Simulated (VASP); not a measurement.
# Sc2SiF2 (P4mm) in VASP: further runs, part 2 of 2

VASP 6.6.1. The steps go on from the part before.

## 3. Relaxation of cell and atoms, PBE

File INCAR:

```
PREC = Accurate ; ENCUT = 600
EDIFF = 1E-7 ; ISMEAR = 0
SIGMA = 0.1 ; LREAL = F
LASPH = T ; NELM = 120
ALGO = Normal ; ISIF = 3
LWAVE = F ; LCHARG = F
GGA = PE ; IBRION = 2
NSW = 90 ; EDIFFG = -0.04
GGA_COMPAT = F ; NELMIN = 4
```

File KPOINTS:

```
regular mesh
0
Gamma
  4 4 4
```

File POSCAR:

```
Sc2SiF2
1.0
    4.3268166600      0.0000000000      0.0000000000
    0.0000000000      4.3268166600      0.0000000000
    0.0000000000      0.0000000000      4.1299409900
Sc Si F
2 1 2
Direct
    0.5000000000      0.0000000000      0.1837432200
    0.0000000000      0.5000000000      0.1837432200
    0.0000000000      0.0000000000      0.6494142900
    0.5000000000      0.0000000000      0.6769339300
    0.0000000000      0.5000000000      0.6769339300
```

Potentials or basis: VASP PAW PBE potentials, release 64 (Sc_sv, Si, F).

Command:

```console
$ cat potpaw_PBE.64/Sc_sv/POTCAR potpaw_PBE.64/Si/POTCAR potpaw_PBE.64/F/POTCAR > POTCAR
$ mpirun -np 1 vasp_std > vasp.out
```

OUTCAR:

```text
PREC = Accurate
   ENCUT = 600
   EDIFF = 1E-7
   ISMEAR = 0
   LREAL = F
   LASPH = T
   NELM = 120
   ISIF = 3
   GGA = PE
   IBRION = 2
   NSW = 90
   EDIFFG = -0.04
   NELMIN = 4

 ion  position               nearest neighbor table
   1  0.500  0.000  0.184-   4 2.04   4 2.09   3 2.89   3 2.89   2 3.06   2 3.06   2 3.06   2 3.06
                             3 3.09   3 3.09
   2  0.000  0.500  0.184-   5 2.04   5 2.09   3 2.89   3 2.89   1 3.06   1 3.06   1 3.06   1 3.06
                             3 3.09   3 3.09
   3  0.000  0.000  0.649-   4 2.17   5 2.17   5 2.17   4 2.17   2 2.89   1 2.89   1 2.89   2 2.89
                             2 3.09   1 3.09   2 3.09   1 3.09
   4  0.500  0.000  0.677-   1 2.04   1 2.09   3 2.17   3 2.17
   5  0.000  0.500  0.677-   2 2.04   2 2.09   3 2.17   3 2.17

  LATTYP: Found a simple tetragonal cell.
 ALAT       =     4.3268166600
 C/A-ratio  =     0.9544987261

  Lattice vectors:

 A1 = (   4.3268166600,   0.0000000000,   0.0000000000)
 A2 = (   0.0000000000,   4.3268166600,   0.0000000000)
 A3 = (   0.0000000000,   0.0000000000,   4.1299409900)

Analysis of symmetry for initial positions (statically):
=====================================================================
 Subroutine PRICEL returns:
 Original cell was already a primitive cell.

 Routine SETGRP: Setting up the symmetry group for a
 simple tetragonal supercell.

 Subroutine GETGRP returns: Found  8 space group operations
 (whereof  8 operations were pure point group operations)
 out of a pool of 16 trial point group operations.

The static configuration has the point symmetry C_4v.

Analysis of symmetry for dynamics (positions and initial velocities):
=====================================================================
 Subroutine PRICEL returns:
 Original cell was already a primitive cell.

 Routine SETGRP: Setting up the symmetry group for a
 simple tetragonal supercell.

 Subroutine GETGRP returns: Found  8 space group operations
 (whereof  8 operations were pure point group operations)
 out of a pool of 16 trial point group operations.

[... 115 lines left out ...]
   EFERMI_NEDOS =   21; number of points for ismear=-14 and -15
   IALGO  =     38    algorithm
   IMIX   =      4    mixing-type and parameters
     AMIX     =   0.40;   BMIX     =  1.00
     AMIX_MAG =   1.60;   BMIX_MAG =  1.00
  volume/ion in A,a.u.               =      15.46       104.35
  Fermi-wavevector in a.u.,A,eV,Ry     =   1.314219  2.483515 23.499611  1.727173
  Thomas-Fermi vector in A             =   2.444488
   LORBIT       =      0    0 simple, 1 ext, 2 COOP (PROOUT), +10 PAW based schemes
   GGA     = PE    functional components
   LHFCALC =     F    Hartree Fock is set to
   AEXX    =    0.0000 exact exchange contribution
   IVDW    =     0    specifies the selected vdW correction
   LEPSILON=     F    determine dielectric tensor
   LRPA    =     F    only Hartree local field effects (RPA)
 conjugate gradient relaxation of ions
 non-spin polarized calculation
 Gauss-broadening in eV      SIGMA  =   0.10
  energy-cutoff  :      600.00
  volume of cell :       77.32
 maximum number of plane-waves:      2608
 NGX is ok and might be reduce to    36
   NGX = 17   NGY = 17   NGZ = 17

--------------------------------------- Ionic step        1  -------------------------------------------

 number of electron      39.9999991 magnetization

 Free energy of the ion-electron system (eV)
  ---------------------------------------------------
  ext. energy  EPLUGINS =         0.00000000
  ---------------------------------------------------
  free energy    TOTEN  =       -27.23614499 eV

  energy without entropy =      -27.21480741  energy(sigma->0) =      -27.22547620

 E-fermi :   6.0750     XC(G=0): -10.2752

 val. band max:        6.0498769782   @ k =   0.5000   0.0000   0.5000
 cond. band min:       6.0904855178   @ k =   0.2500   0.2500   0.2500
 fundamental gap:      0.0406085396
 Fermi energy:         6.0750035366

 k-point     1 :       0.0000    0.0000    0.0000
  band No.  band energies     occupation
      1     -43.8280      2.00000
      2     -43.7409      2.00000
      3     -22.9167      2.00000
      4     -22.8207      2.00000
      5     -22.5065      2.00000
      6     -22.5065      2.00000
[... 585 lines left out ...]
  FREE ENERGIE OF THE ION-ELECTRON SYSTEM (eV)
  ---------------------------------------------------
  free  energy   TOTEN  =       -27.8538243797 eV

  energy  without entropy=      -27.8336965439  energy(sigma->0) =      -27.84376046

[... ionic steps 4 to 41 ...]

--------------------------------------- Ionic step       42  -------------------------------------------

 number of electron      39.9999926 magnetization

------------------------ aborting loop because EDIFF is reached ----------------------------------------
[... 73 lines left out ...]
--------------------------------------- Ionic step       44  -------------------------------------------

 number of electron      39.9999934 magnetization

 Free energy of the ion-electron system (eV)
  ---------------------------------------------------
  ext. energy  EPLUGINS =         0.00000000
  ---------------------------------------------------
  free energy    TOTEN  =       -29.72439177 eV

  energy without entropy =      -29.69549049  energy(sigma->0) =      -29.70994113

 E-fermi :   2.2222     XC(G=0):  -8.3384

 val. band max:        2.1757131199   @ k =   0.0000   0.0000   0.2500
 cond. band min:       2.2326643285   @ k =   0.5000   0.0000   0.0000
 fundamental gap:      0.0569512086
 Fermi energy:         2.2221869368

 k-point     1 :       0.0000    0.0000    0.0000
  band No.  band energies     occupation
      1     -48.0940      2.00000
      2     -48.0882      2.00000
      3     -26.8477      2.00000
      4     -26.8399      2.00000
      5     -26.7975      2.00000
      6     -26.7975      2.00000
[... 507 lines left out ...]
  FREE ENERGIE OF THE ION-ELECTRON SYSTEM (eV)
  ---------------------------------------------------
  free  energy   TOTEN  =       -29.7243917746 eV

  energy  without entropy=      -29.6954904867  energy(sigma->0) =      -29.70994113

 reached required accuracy - stopping structural energy minimisation
```

OSZICAR:

```text
N       E                     dE             d eps       ncg     rms          rms(c)
DAV:   1     0.722489049167E+03    0.72249E+03   -0.21374E+04   864   0.196E+03
DAV:   2     0.882084014197E+02   -0.63428E+03   -0.63021E+03  1056   0.650E+02
DAV:   3    -0.231077950444E+02   -0.11132E+03   -0.11034E+03  1544   0.268E+02
DAV:   4    -0.296500796089E+02   -0.65423E+01   -0.64469E+01  1424   0.589E+01
[... 528 lines left out ...]
DAV:   6    -0.297243946186E+02    0.52574E-05   -0.11290E-04  1208   0.791E-02    0.155E-02
DAV:   7    -0.297243920390E+02    0.25796E-05   -0.16194E-05  1360   0.375E-02    0.438E-03
DAV:   8    -0.297243919715E+02    0.67489E-07   -0.37679E-06  1024   0.131E-02    0.268E-03
DAV:   9    -0.297243917703E+02    0.20117E-06   -0.50542E-07   984   0.732E-03    0.926E-04
DAV:  10    -0.297243917746E+02   -0.42801E-08   -0.58505E-08   552   0.298E-03
  44 F= -.29724392E+02 E0= -.29709941E+02  d E =-.344333E-02
```

CONTCAR:

```text
Sc2SiF2
   1.00000000000000
     5.3350341949423354    0.0000000000000000    0.0000000000000000
     0.0000000000000000    5.3350341949423354   -0.0000000000000000
     0.0000000000000000   -0.0000000000000000    4.0468763873324773
  Sc              Si              F
     2     1     2
Direct
     0.5000000000000000    0.0000000000000000    0.2742740057307635
     0.0000000000000000    0.5000000000000000    0.2742740057307635
     0.0000000000000000    0.0000000000000000    0.2750271998691964
     0.5000000000000000    0.0000000000000000    0.7735966893346333
     0.0000000000000000    0.5000000000000000    0.7735966893346333

  0.00000000E+00  0.00000000E+00  0.00000000E+00
  0.00000000E+00  0.00000000E+00  0.00000000E+00
  0.00000000E+00  0.00000000E+00  0.00000000E+00
  0.00000000E+00  0.00000000E+00  0.00000000E+00
  0.00000000E+00  0.00000000E+00  0.00000000E+00
```

Run time: 14 min. Hardware: 1 thread of AMD EPYC 9R45 (Zen 5), shared host; peak memory 0.2 GiB.

What came out:

| Item | Value |
| --- | --- |
| Free energy | -29.7244 eV |
| Relaxed volume | 23.04 Å³/atom |
| Relaxed cell | a = 5.335 Å, b = 5.335 Å, c = 4.047 Å, α = 90.00°, β = 90.00°, γ = 90.00° |
| Space group after relaxing (to 0.1 Å) | P4/mmm (No. 123) |
| Energy gained by relaxing | 497.6 meV/atom |
| Ionic steps | 44 |
| Pressure after relaxing | 0.0 GPa |
| Largest force after relaxing | 0.032 eV/Å |
| Band gap on the k mesh | zero (bands 20 and 21 overlap by 0.34 eV) |

Forces on the atoms (eV/Å):
```
Sc   0.000  0.000 -0.028
Sc   0.000  0.000 -0.028
Si   0.000  0.000 -0.009
F    0.000  0.000  0.032
F    0.000  0.000  0.032
```

Stress tensor (GPa, compression positive):
```
 0.16  0.00  0.00
 0.00  0.16  0.00
 0.00  0.00 -0.25
```

The path:
| step | energy change (eV) | largest force (eV/Å) | pressure (GPa) | volume (Å³) |
| --- | --- | --- | --- | --- |
| 1 | 0.0000 | 0.3649 | 15.08 | 77.32 |
| 3 | -0.6177 | 0.1986 | -0.21 | 91.99 |
| 5 | -0.9247 | 0.3792 | 1.24 | 98.30 |
| 7 | -0.9281 | 0.3573 | 0.98 | 97.89 |
| 9 | -0.9430 | 0.4962 | -0.87 | 101.17 |
| 11 | -1.0156 | 0.8852 | -1.12 | 103.70 |
| 13 | -1.5575 | 1.4006 | -2.00 | 115.25 |
| 15 | -1.6091 | 1.4184 | -2.40 | 118.61 |
| 17 | -1.6285 | 1.5236 | -2.66 | 120.67 |
| 19 | -1.6461 | 1.5244 | -2.91 | 121.83 |
| 21 | -1.6743 | 1.4718 | -3.28 | 123.35 |
| 23 | -1.8272 | 1.1806 | -3.49 | 123.03 |
| 25 | -2.2374 | 0.6371 | -3.64 | 121.70 |
| 27 | -2.3643 | 0.6041 | -2.76 | 120.23 |
| 29 | -2.4484 | 0.4056 | 0.94 | 113.38 |
| 31 | -2.4682 | 0.1541 | 0.39 | 114.04 |
| 33 | -2.4738 | 0.1642 | -0.03 | 115.18 |
| 35 | -2.4779 | 0.1184 | -0.27 | 115.58 |
| 37 | -2.4785 | 0.1449 | -0.40 | 115.80 |
| 39 | -2.4816 | 0.1387 | -0.15 | 115.44 |
| 41 | -2.4828 | 0.1212 | 0.98 | 113.80 |
| 43 | -2.4868 | 0.0743 | 0.34 | 114.73 |
| 44 | -2.4882 | 0.0321 | 0.02 | 115.18 |

Final structure:
```
CELL_PARAMETERS angstrom
5.33503 0.00000 0.00000
0.00000 5.33503 0.00000
0.00000 0.00000 4.04688
ATOMIC_POSITIONS crystal
Sc 0.50000 0.00000 0.27427
Sc 0.00000 0.50000 0.27427
Si 0.00000 0.00000 0.27503
F 0.50000 0.00000 0.77360
F 0.00000 0.50000 0.77360
```

Levels at points of the mesh, in eV from the Fermi level:
| k point | band 18 | band 19 | band 20 | band 21 | band 22 | band 23 |
| --- | --- | --- | --- | --- | --- | --- |
| (0.00, 0.00, 0.00) | -1.07 | -0.18 | -0.18 | -0.13 | 1.17 | 1.17 |
| (0.50, 0.00, 0.00) | -2.48 | -0.85 | 0.01 | 0.48 | 0.56 | 1.14 |
| (0.50, 0.50, 0.00) | -2.64 | -2.64 | -0.08 | 0.78 | 0.84 | 0.84 |
| (0.00, 0.00, 0.50) | -0.89 | -0.49 | -0.20 | -0.20 | 0.04 | 1.46 |
| (0.50, 0.00, 0.50) | -2.18 | -0.81 | -0.55 | 0.37 | 0.69 | 1.33 |
| (0.50, 0.50, 0.50) | -2.31 | -2.31 | -0.35 | 0.98 | 0.98 | 1.22 |

Caveat: the k points lie up to 0.39 Å⁻¹ apart in the final cell; the volume moved by over 15 % at a fixed basis, so the end points are rough.

## 4. Single point, PBE, collinear spin

File INCAR:

```
  ALGO = Normal
  EDIFF = 1E-6
  ENCUT = 600
  GGA = PE
  GGA_COMPAT = False
  ISIF = 2
  ISMEAR = 0
  ISPIN = 2
  LASPH = True
  LCHARG = False
  LMAXMIX = 4
  LORBIT = 11
  LREAL = False
  LWAVE = False
  MAGMOM = 0 0 0 1 1
  NBANDS = 32
  NELM = 200
  PREC = Accurate
  SIGMA = 0.1
```

File KPOINTS:

```
k-points
0
Gamma
  4 4 4
```

POSCAR is that of step 3.

Command:

```console
$ cat potpaw_PBE.64/Sc_sv/POTCAR potpaw_PBE.64/Si/POTCAR potpaw_PBE.64/F/POTCAR > POTCAR
$ mpirun -np 1 vasp_std > vasp.out
```

Wall time 63 s (1 thread of AMD EPYC 9R45 (Zen 5), shared host); peak memory 0.26 GiB.

Results (log left out):

```
Free energy                                           : -27.2361 eV
Pressure                                              : 15.1 GPa
Largest force                                         : 0.365 eV/Å
Band gap on the k mesh                                : zero (filled and empty bands overlap)
Net moment                                            : 0.00 μB per cell
Valence electrons inside the program's atomic spheres : Sc 9.57; Si 1.58; F 6.12
```

Forces in eV/Å, atoms in the order of the input:
```
Sc   0.000  0.000 -0.365
Sc   0.000  0.000 -0.365
Si   0.000  0.000  0.001
F    0.000  0.000  0.364
F    0.000  0.000  0.364
```

Stress tensor (GPa, compression positive):
```
15.71  0.00  0.00
 0.00 15.71  0.00
 0.00  0.00 13.86
```

Levels at points of the mesh, in eV from the Fermi level:
Spin up:
```tsv
k point	band 16	band 17	band 18	band 19	band 20	band 21	band 22	band 23	band 24	band 25
(0.00, 0.00, 0.00)	-8.12	-8.12	-2.28	-0.62	-0.38	-0.04	-0.04	0.38	2.17	2.17
(0.50, 0.00, 0.00)	-8.36	-5.48	-1.83	-1.83	0.23	0.28	0.67	0.79	0.91	1.33
(0.50, 0.50, 0.00)	-7.74	-3.89	-2.82	-2.11	-2.11	-0.04	0.90	1.35	1.35	2.31
(0.00, 0.00, 0.50)	-8.28	-7.03	-4.67	-1.63	-0.40	0.83	0.83	2.76	2.76	3.38
(0.50, 0.00, 0.50)	-8.54	-4.67	-3.76	-1.11	-0.03	0.52	0.90	1.18	1.45	2.01
(0.50, 0.50, 0.50)	-7.88	-3.57	-2.77	-0.97	-0.97	0.27	0.27	0.79	0.99	1.98
```
Spin down:
```
           k point  band 16  band 17  band 18  band 19  band 20  band 21  band 22  band 23  band 24  band 25
(0.00, 0.00, 0.00)    -8.12    -8.12    -2.28    -0.62    -0.38    -0.04    -0.04     0.38     2.17     2.17
(0.50, 0.00, 0.00)    -8.36    -5.48    -1.83    -1.83     0.23     0.28     0.67     0.79     0.91     1.33
(0.50, 0.50, 0.00)    -7.74    -3.89    -2.82    -2.11    -2.11    -0.04     0.90     1.35     1.35     2.31
(0.00, 0.00, 0.50)    -8.28    -7.03    -4.67    -1.63    -0.40     0.83     0.83     2.76     2.76     3.38
(0.50, 0.00, 0.50)    -8.54    -4.67    -3.76    -1.11    -0.03     0.52     0.90     1.18     1.45     2.01
(0.50, 0.50, 0.50)    -7.88    -3.57    -2.77    -0.97    -0.97     0.27     0.27     0.79     0.99     1.98
```

Caveat: the k points lie up to 0.38 Å⁻¹ apart.

## 5. The runs side by side

```tsv
task	spin	cell	gap on the mesh (eV)	pressure (GPa)	largest force (eV/Å)
single point	off	as given	none	15.1	0.36
relaxation of cell and atoms	off	relaxed	none	0.0	0.03
single point	collinear	as given	none	15.1	0.36
```

Alike in all rows: level PBE; potentials or basis VASP PAW PBE potentials, release 64 (Sc_sv, Si, F); k mesh 4 × 4 × 4; cutoff (eV) 600; smearing gaussian 0.1 eV.

Caveats: all runs use coarse meshes; the volume moved by over 15 % at a fixed basis, so the end points are rough (at least some runs).

Absolute energies hang on the potentials; compare differences alone.
